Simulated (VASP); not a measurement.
# CdTe (F-43m) in VASP: a series of runs

The runs below take CdTe through single point, with PBEsol, PBE.

All numbers are computed with VASP 6.6.1; they aren't measurements. Logs are shortened: lines on timing, memory, paths and dates and some standing lists are left out, and cuts for length are marked.

## (1) The cell of the first run

It takes space group F-43m (No. 216, cubic). Conventional cell: a = 6.431 Å, b = 6.431 Å, c = 6.431 Å, α = 90.00°, β = 90.00°, γ = 90.00°. Cd (site symmetry -43m) has 4 Te at 2.78 Å within 3.7 Å. Te (site symmetry -43m) has 4 Cd at 2.78 Å within 3.7 Å.

## (2) Single point, PBEsol (volume scaled by 0.9405)

Input file INCAR:

```
SYSTEM = CdTe
PREC = Accurate
ENCUT = 520
EDIFF = 1E-7
ISMEAR = -1
SIGMA = 0.01
LREAL = .False.
LASPH = .True.
NELM = 100
ALGO = Normal
ISIF = 2
LWAVE = .False.
LCHARG = .False.
GGA = PS
NBANDS = 16
```

Input file KPOINTS:

```
regular mesh
0
Gamma
  7 7 7
  0 0 0
```

Input file POSCAR:

```
CdTe
1.0
    0.0000000000      3.2156828013      3.2156828013
    3.2156828013      0.0000000000      3.2156828013
    3.2156828013      3.2156828013      0.0000000000
Cd Te
1 1
Direct
    0.0000000000      0.0000000000      0.0000000000
    0.7500000000      0.7500000000      0.7500000000
```

Potentials or basis: VASP PAW PBE potentials, release 64 (Cd, Te).

On the command line:

```bash
cat potpaw_PBE.64/Cd/POTCAR potpaw_PBE.64/Te/POTCAR > POTCAR
mpirun -np 1 vasp_std > vasp.out
```

OUTCAR:

```text
SYSTEM = CdTe
   PREC = Accurate
   ENCUT = 520
   EDIFF = 1E-7
   ISMEAR = -1
   LREAL = .False.
   LASPH = .True.
   NELM = 100
   ISIF = 2
   GGA = PS

 ion  position               nearest neighbor table
   1  0.000  0.000  0.000-   2 2.78   2 2.78   2 2.78   2 2.78
   2  0.750  0.750  0.750-   1 2.78   1 2.78   1 2.78   1 2.78

  LATTYP: Found a face centered cubic cell.
 ALAT       =     6.4313656026

  Lattice vectors:

 A1 = (   0.0000000000,   3.2156828013,   3.2156828013)
 A2 = (   3.2156828013,   0.0000000000,   3.2156828013)
 A3 = (   3.2156828013,   3.2156828013,   0.0000000000)

Analysis of symmetry for initial positions (statically):
=====================================================================
 Subroutine PRICEL returns:
 Original cell was already a primitive cell.

 Routine SETGRP: Setting up the symmetry group for a
 face centered cubic supercell.

 Subroutine GETGRP returns: Found 24 space group operations
 (whereof 24 operations were pure point group operations)
 out of a pool of 48 trial point group operations.

The static configuration has the point symmetry T_d .

Analysis of symmetry for dynamics (positions and initial velocities):
=====================================================================
 Subroutine PRICEL returns:
 Original cell was already a primitive cell.

 Routine SETGRP: Setting up the symmetry group for a
 face centered cubic supercell.

 Subroutine GETGRP returns: Found 24 space group operations
 (whereof 24 operations were pure point group operations)
 out of a pool of 48 trial point group operations.

The dynamic configuration has the point symmetry T_d .

 Subroutine INISYM returns: Found 24 space group operations
 (whereof 24 operations are pure point group operations),
 and found     1 'primitive' translations

----------------------------------------------------------------------------------------

                                     Primitive cell

  volume of cell :      66.5043

  direct lattice vectors                    reciprocal lattice vectors
     0.000000000  3.215682801  3.215682801    -0.155487973  0.155487973  0.155487973
     3.215682801  0.000000000  3.215682801     0.155487973 -0.155487973  0.155487973
     3.215682801  3.215682801  0.000000000     0.155487973  0.155487973 -0.155487973

  length of vectors
     4.547662230  4.547662230  4.547662230     0.269313069  0.269313069  0.269313069

  position of ions in fractional coordinates (direct lattice)
     0.000000000  0.000000000  0.000000000
     0.750000000  0.750000000  0.750000000

  ion indices of the primitive-cell ions
   primitive index   ion index
                 1           1
                 2           2

----------------------------------------------------------------------------------------

 KPOINTS: regular mesh

Automatic generation of k-mesh.
 Grid dimensions read from file:
 generate k-points for:    7    7    7

 Generating k-lattice:

  Cartesian coordinates                     Fractional coordinates (reciprocal lattice)
    -0.022212568  0.022212568  0.022212568     0.142857143  0.000000000  0.000000000
     0.022212568 -0.022212568  0.022212568     0.000000000  0.142857143  0.000000000
     0.022212568  0.022212568 -0.022212568     0.000000000  0.000000000  0.142857143

  Length of vectors
     0.038473296  0.038473296  0.038473296

  Shift w.r.t. Gamma in fractional coordinates (k-lattice)
     0.000000000  0.000000000  0.000000000

 Subroutine IBZKPT returns following result:
 ===========================================

 Found     20 irreducible k-points:

 Following reciprocal coordinates:
            Coordinates               Weight
  0.000000  0.000000  0.000000      1.000000
  0.142857  0.000000  0.000000      8.000000
  0.285714  0.000000  0.000000      8.000000
  0.428571  0.000000  0.000000      8.000000
  0.142857  0.142857  0.000000      6.000000
  0.285714  0.142857  0.000000     24.000000
[... 12 lines left out ...]
 -0.428571  0.428571  0.142857     24.000000
 -0.285714  0.428571  0.142857     24.000000
   k-points           NKPTS =     20   k-points in BZ     NKDIM =     20   number of bands    NBANDS=     16
   number of dos      NEDOS =    301   number of ions     NIONS =      2
   total plane-waves  NPLWV =  46656
   dimension x,y,z NGX =    36 NGY =   36 NGZ =   36
   dimension x,y,z NGXF=    72 NGYF=   72 NGZF=   72
   ions per type =               1   1
   NGX,Y,Z   is equivalent  to a cutoff of  13.16, 13.16, 13.16 a.u.
   NGXF,Y,Z  is equivalent  to a cutoff of  26.32, 26.32, 26.32 a.u.
 SYSTEM =  CdTe
   PREC   = accura    normal or accurate (medium, high low for compatibility)
   ISTART =      0    job   : 0-new  1-cont  2-samecut
   ICHARG =      2    charge: 1-file 2-atom 10-const
   ISPIN  =      1    spin polarized calculation?
   LNONCOLLINEAR =      F non collinear calculations
   LSORBIT =      F    spin-orbit coupling
   LASPH  =      T    aspherical Exc in radial PAW
   ENCUT  =  520.0 eV  38.22 Ry    6.18 a.u.   8.46  8.46  8.46*2*pi/ulx,y,z
   NELM   =    100;   NELMIN=  2; NELMDL= -5     # of ELM steps
   EDIFF  = 0.1E-06   stopping-criterion for ELM
   LREAL  =      F    real-space projection
   EDIFFG = 0.1E-05   stopping-criterion for IOM
   NSW    =      0    number of steps for IOM
   IBRION =     -1    ionic relax: 0-MD 1-quasi-New 2-CG
   NFREE  =      0    steps in history (QN), initial steepest desc. (CG)
   ISIF   =      2    stress and relaxation
   ISYM   =      2    0-nonsym 1-usesym 2-fastsym
   POTIM  = 0.5000    time-step for ionic-motion
   TEBEG  =    0.0;   TEEND  =   0.0 temperature during run
   PSTRESS=    0.0 pullay stress
   NELECT =      18.0000    total number of electrons
   NUPDOWN=      -1.0000    fix difference up-down
   EMIN   =  10.00;   EMAX   =-10.00  energy-range for DOS
   EFERMI =   0.00;   METHOD = LEGACY
   ISMEAR =    -1;   SIGMA  =   0.01  broadening in eV -4-tet -1-fermi 0-gaus
   EFERMI_NEDOS =   21; number of points for ismear=-14 and -15
   IALGO  =     38    algorithm
   IMIX   =      4    mixing-type and parameters
     AMIX     =   0.40;   BMIX     =  1.00
     AMIX_MAG =   1.60;   BMIX_MAG =  1.00
  volume/ion in A,a.u.               =      33.25       224.40
  Fermi-wavevector in a.u.,A,eV,Ry     =   1.058967  2.001158 15.257727  1.121411
  Thomas-Fermi vector in A             =   2.194296
   LORBIT       =      0    0 simple, 1 ext, 2 COOP (PROOUT), +10 PAW based schemes
   GGA     = PS    functional components
   LHFCALC =     F    Hartree Fock is set to
   AEXX    =    0.0000 exact exchange contribution
   IVDW    =     0    specifies the selected vdW correction
   LEPSILON=     F    determine dielectric tensor
   LRPA    =     F    only Hartree local field effects (RPA)
 non-spin polarized calculation
  energy-cutoff  :      520.00
  volume of cell :       66.50
 maximum number of plane-waves:      1814
 NGX is ok and might be reduce to    36
   NGX = 17   NGY = 17   NGZ = 17

 number of electron      17.9999994 magnetization

 Free energy of the ion-electron system (eV)
  ---------------------------------------------------
  ext. energy  EPLUGINS =         0.00000000
  ---------------------------------------------------
  free energy    TOTEN  =        -5.47934514 eV

  energy without entropy =       -5.47934514  energy(sigma->0) =       -5.47934514

 E-fermi :   2.6591     XC(G=0):  -8.8836

 val. band max:        2.4250916770   @ k =   0.0000   0.0000   0.0000
 cond. band min:       3.1553897290   @ k =   0.0000   0.0000   0.0000
 fundamental gap:      0.7302980520
 Fermi energy:         2.6590501014

 k-point     1 :       0.0000    0.0000    0.0000
  band No.  band energies     occupation
      1      -8.9228      2.00000
      2      -5.9162      2.00000
      3      -5.9162      2.00000
      4      -5.9162      2.00000
      5      -5.6336      2.00000
      6      -5.6336      2.00000
[... 8 lines left out ...]
     15      11.8103      0.00000
     16      11.8103      0.00000

 k-point     2 :       0.1429    0.0000    0.0000
  band No.  band energies     occupation
      1      -8.8422      2.00000
      2      -5.9009      2.00000
      3      -5.9009      2.00000
      4      -5.8559      2.00000
      5      -5.6348      2.00000
      6      -5.6348      2.00000
[... 8 lines left out ...]
     15      10.9464      0.00000
     16      10.9464      0.00000

 k-point     3 :       0.2857    0.0000    0.0000
  band No.  band energies     occupation
      1      -8.6597      2.00000
      2      -5.8700      2.00000
      3      -5.8700      2.00000
      4      -5.6454      2.00000
      5      -5.6331      2.00000
      6      -5.6331      2.00000
[... 8 lines left out ...]
     15      10.9655      0.00000
     16      10.9655      0.00000

 k-point     4 :       0.4286    0.0000    0.0000
  band No.  band energies     occupation
      1      -8.5148      2.00000
      2      -5.8503      2.00000
      3      -5.8503      2.00000
      4      -5.6256      2.00000
      5      -5.6256      2.00000
      6      -5.3348      2.00000
[... 8 lines left out ...]
     15      12.2158      0.00000
     16      12.2158      0.00000
[... 248 lines left out ...]
 k-point    18 :      -0.4286    0.2857    0.1429
  band No.  band energies     occupation
      1      -8.4297      2.00000
      2      -5.8152      2.00000
      3      -5.8019      2.00000
      4      -5.6620      2.00000
      5      -5.6262      2.00000
      6      -5.1941      2.00000
[... 8 lines left out ...]
     15      12.3810      0.00000
     16      13.2577      0.00000

 k-point    19 :      -0.4286    0.4286    0.1429
  band No.  band energies     occupation
      1      -8.3852      2.00000
      2      -5.7788      2.00000
      3      -5.7755      2.00000
      4      -5.6957      2.00000
      5      -5.6150      2.00000
      6      -5.1309      2.00000
[... 8 lines left out ...]
     15      13.1675      0.00000
     16      14.0087      0.00000

 k-point    20 :      -0.2857    0.4286    0.1429
  band No.  band energies     occupation
      1      -8.3747      2.00000
      2      -5.7930      2.00000
      3      -5.7768      2.00000
      4      -5.6687      2.00000
      5      -5.6306      2.00000
      6      -5.0578      2.00000
[... 8 lines left out ...]
     15      12.5852      0.00000
     16      14.4573      0.00000

------------------------ aborting loop because EDIFF is reached ----------------------------------------

  FORCE on cell =-STRESS in cart. coord.  units (eV):
  Direction    XX          YY          ZZ          XY          YZ          ZX
  --------------------------------------------------------------------------------------
  -------------------------------------------------------------------------------------
  Total        0.5683092      0.5683092      0.5683092      0.0000000      0.0000000     -0.0000000
  in kB       13.6913315     13.6913315     13.6913315      0.0000000      0.0000000     -0.0000000
  external PRESSURE =      13.6913315 kB  Pullay stress =       0.0000000 kB

 VOLUME and BASIS-vectors are now :
 -----------------------------------------------------------------------------
  energy-cutoff  :      520.00
  volume of cell :       66.50
      direct lattice vectors                 reciprocal lattice vectors
     0.000000000  3.215682801  3.215682801    -0.155487973  0.155487973  0.155487973
     3.215682801  0.000000000  3.215682801     0.155487973 -0.155487973  0.155487973
     3.215682801  3.215682801  0.000000000     0.155487973  0.155487973 -0.155487973

 POSITION                                       TOTAL-FORCE (eV/Angst)
 -----------------------------------------------------------------------------------
      0.00000      0.00000      0.00000         0.000000      0.000000      0.000000
      4.82352      4.82352      4.82352        -0.000000     -0.000000     -0.000000
 -----------------------------------------------------------------------------------
    total drift:                                0.000000      0.000000      0.000000

  FREE ENERGIE OF THE ION-ELECTRON SYSTEM (eV)
  ---------------------------------------------------
  free  energy   TOTEN  =        -5.4793451395 eV

  energy  without entropy=       -5.4793451395  energy(sigma->0) =       -5.47934514
```

Wall time 9.7 s (1 thread of Intel Xeon 6975P-C (Granite Rapids), shared host); peak memory 0.21 GiB.

What came out:

* Free energy: -5.4793 eV
* Pressure: 1.4 GPa
* Band gap on the k mesh: 0.73 eV, direct

Caveat: the PAW data sets were made with another functional, which shifts forces and pressure a little; spin-orbit coupling is left out, which moves the levels of the heavy elements.

## (3) Single point, PBEsol (volume scaled by 0.98)

Input file INCAR:

```
PREC = Accurate
ENCUT = 520
EDIFF = 1E-7
ISMEAR = -1
SIGMA = 0.01
LREAL = False
LASPH = True
NELM = 80
ALGO = Normal
ISIF = 2
LWAVE = False
LCHARG = True
GGA = PS
LELF = True
LVHAR = True
NBANDS = 16
```

Input file KPOINTS:

```
Automatic mesh
0
Gamma
  7 7 7
```

Input file POSCAR:

```
CdTe
1.0
    0.0000000000      3.2600852847      3.2600852847
    3.2600852847      0.0000000000      3.2600852847
    3.2600852847      3.2600852847      0.0000000000
Cd Te
1 1
Direct
    0.0000000000      0.0000000000      0.0000000000
    0.7500000000      0.7500000000      0.7500000000
```

Potentials or basis: VASP PAW PBE potentials, release 64 (Cd, Te).

On the command line:

```bash
cat potpaw_PBE.64/Cd/POTCAR potpaw_PBE.64/Te/POTCAR > POTCAR
mpirun -np 1 vasp_std > vasp.out
```

It took 9.7 s on 1 thread of Intel Xeon 6975P-C (Granite Rapids), shared host; peak memory 0.21 GiB.

It converged, with:

```
Free energy            : -5.4871 eV
Pressure               : -0.4 GPa
Band gap on the k mesh : 0.61 eV, direct
```

Levels at points of the mesh, in eV from the valence-band top:
```csv
k point,band 5,band 6,band 7,band 8,band 9,band 10,band 11,band 12,band 13,band 14
"(0.00, 0.00, 0.00)",-7.94,-7.94,0.00,0.00,0.00,0.61,4.56,4.56,4.56,7.27
```

Caveat: the PAW data sets were made with another functional, which shifts forces and pressure a little; spin-orbit coupling is left out, which moves the levels of the heavy elements.

[end of part 1 of 2]
